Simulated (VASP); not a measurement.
Write the native input for VASP 6.6.1 that does the following.

```yaml
Task: single point
Functional: PBEsol
Potentials_or_basis: VASP PAW PBE potentials, release 64 (S, Mg)
Cutoff: 520 eV
k_mesh: 8 × 8 × 4
Occupations: fermi-dirac, width 0.05 eV
Spin: no spin polarisation
Dipole_correction: no
Further_INCAR_settings: ALGO = Normal; EDIFF = 1e-07; NBANDS = 16
```

The structure of MgS lies in POSCAR:

```
MgS
1.0
    4.0285124397      0.0000000000      0.0000000000
   -2.0142562198      3.4887941122      0.0000000000
    0.0000000000      0.0000000000      6.4159336324
S Mg
2 2
Direct
    0.6666666667      0.3333333333      0.8787126311
    0.3333333333      0.6666666667      0.3787126311
    0.3333333333      0.6666666667      0.9962863689
    0.6666666667      0.3333333333      0.4962863689
```

One way to write it, as run:

INCAR

```
PREC = Accurate
ENCUT = 520
EDIFF = 1E-7
ISMEAR = -1
SIGMA = 0.05
LREAL = False
LASPH = True
NELM = 60
ALGO = Normal
ISIF = 2
LWAVE = False
LCHARG = False
GGA = PS
NBANDS = 16
```

KPOINTS

```
regular mesh
0
Gamma
  8 8 4
```

Potentials or basis: VASP PAW PBE potentials, release 64 (S, Mg).

Run with:

```sh
$ cat potpaw_PBE.64/S/POTCAR potpaw_PBE.64/Mg/POTCAR > POTCAR
$ mpirun -np 1 vasp_std > vasp.out
```

Results of the run:

```json
{
  "Pressure": "-0.1 GPa",
  "Band gap on the k mesh": "3.31 eV"
}
```

Caveat: the PAW data sets were made with another functional, which shifts forces and pressure a little.

It took 72 s on 1 thread of Intel Xeon 8259CL, with other jobs on the host, peak memory 0.21 GiB.
